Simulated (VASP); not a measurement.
Here is a VASP 6.6.1 calculation.

File INCAR:

```
SYSTEM = TiAl
PREC     = Accurate       ! precision mode
ENCUT    = 520            ! plane-wave cutoff, eV
EDIFF    = 1E-7           ! SCF threshold, eV
ISMEAR   = 0              ! smearing method
SIGMA    = 0.15           ! smearing width, eV
LREAL    = .FALSE.        ! projectors in reciprocal space
LASPH    = .TRUE.         ! aspherical terms in the spheres
NELM     = 80             ! most SCF steps
ALGO     = Fast           ! electronic algorithm
ISIF     = 2              ! what is computed and relaxed
LWAVE    = .FALSE.        ! write WAVECAR
LCHARG   = .TRUE.         ! write CHGCAR
GGA      = PS             ! functional
LELF     = .TRUE.         ! ELF
LVHAR    = .TRUE.       
NBANDS   = 14             ! bands
```

Contents of KPOINTS:

```
regular mesh
0
G
  18 18 10
  0 0 0
```

File POSCAR:

```
TiAl
1.0
    2.8001000000      0.0000000000      0.0000000000
   -1.4000500000      2.4249577331      0.0000000000
    0.0000000000      0.0000000000      4.8040000000
Ti Al
1 1
Direct
    0.0000000000      0.0000000000      0.0000000000
    0.3333333333      0.6666666667      0.5000000000
```

Potentials or basis: VASP PAW PBE potentials, release 64 (Ti_sv, Al).

Run with:

```console
$ cat potpaw_PBE.64/Ti_sv/POTCAR potpaw_PBE.64/Al/POTCAR > POTCAR
$ mpirun -np 1 vasp_std > vasp.out
```

Problem. Predict the band gap on the k mesh.

Solution. Zero (an odd number of electrons rules out a gap without spin polarisation).

Problem. Estimate the pressure.

Solution. -1.0 GPa.

Stress tensor (GPa, compression positive):
```
 2.07  0.00  0.00
 0.00  2.07  0.00
 0.00  0.00 -7.09
```

Caveat: the stress differs along the axes, from -7 to 2 GPa; the PAW data sets were made with another functional, which shifts forces and pressure a little.
